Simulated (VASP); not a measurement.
A run of VASP 6.6.1 is set up as follows.

File POSCAR:

```
Al3Ni5
1.0
    3.2911158232     -3.6961122131      0.0000000000
    3.2911158232      3.6961122131      0.0000000000
    0.0000000000      0.0000000000      3.7283121486
Al Ni
3 5
Direct
    0.5000000000      0.5000000000      0.0000000000
    0.7792699098      0.2207300902      0.5000000000
    0.2207300902      0.7792699098      0.5000000000
    0.0000000000      0.0000000000      0.0000000000
    0.0000000000      0.5000000000      0.0000000000
    0.5000000000      0.0000000000      0.0000000000
    0.2764619654      0.2764619654      0.5000000000
    0.7235380346      0.7235380346      0.5000000000
```

Contents of INCAR.step1:

```
SYSTEM = Al3Ni5
PREC     = Accurate       ! precision mode
ENCUT    = 520            ! plane-wave cutoff, eV
ISMEAR   = 0              ! smearing method
SIGMA    = 0.15           ! smearing width, eV
LREAL    = .False.        ! projectors in reciprocal space
LASPH    = .True.         ! aspherical terms in the spheres
NELM     = 80             ! most SCF steps
NBANDS   = 40             ! bands
GGA      = PE             ! functional
ALGO     = Normal         ! electronic algorithm
EDIFF    = 1E-4           ! SCF threshold, eV
LWAVE    = .True.         ! write WAVECAR
LCHARG   = .False.        ! write CHGCAR
```

File INCAR.step2:

```
SYSTEM = Al3Ni5
PREC     = Accurate       ! precision mode
ENCUT    = 520            ! plane-wave cutoff, eV
EDIFF    = 1E-7           ! SCF threshold, eV
ISMEAR   = 0              ! smearing method
SIGMA    = 0.15           ! smearing width, eV
LREAL    = .False.        ! projectors in reciprocal space
LASPH    = .True.         ! aspherical terms in the spheres
NELM     = 80             ! most SCF steps
ALGO     = Normal         ! electronic algorithm
ISIF     = 2              ! what is computed and relaxed
LWAVE    = .False.        ! write WAVECAR
LCHARG   = .False.        ! write CHGCAR
METAGGA  = R2SCAN         ! meta-GGA
LMIXTAU  = .True.       
NBANDS   = 40             ! bands
ISTART   = 1
```

File KPOINTS:

```
regular mesh
0
Gamma
  8 8 10
  0 0 0
```

Potentials or basis: VASP PAW PBE potentials, release 64 (Al, Ni).

The run is started by

```console
$ cat potpaw_PBE.64/Al/POTCAR potpaw_PBE.64/Ni/POTCAR > POTCAR
$ cp INCAR.step1 INCAR
$ mpirun -np 1 vasp_std > vasp.out
$ cp INCAR.step2 INCAR
$ mpirun -np 1 vasp_std > vasp.out
```

Predict the largest force.

0.005 eV/Å.

Estimate the band gap on the k mesh.

zero (an odd number of electrons rules out a gap without spin polarisation).

Stress tensor (GPa, compression positive):
```
-0.19  0.00  0.00
 0.00  0.18  0.00
 0.00  0.00  0.23
```

Caveat: the PAW data sets were made with another functional, which shifts forces and pressure a little. Spin polarisation is off, so any magnetic state and its effect on volume and gap are missing.
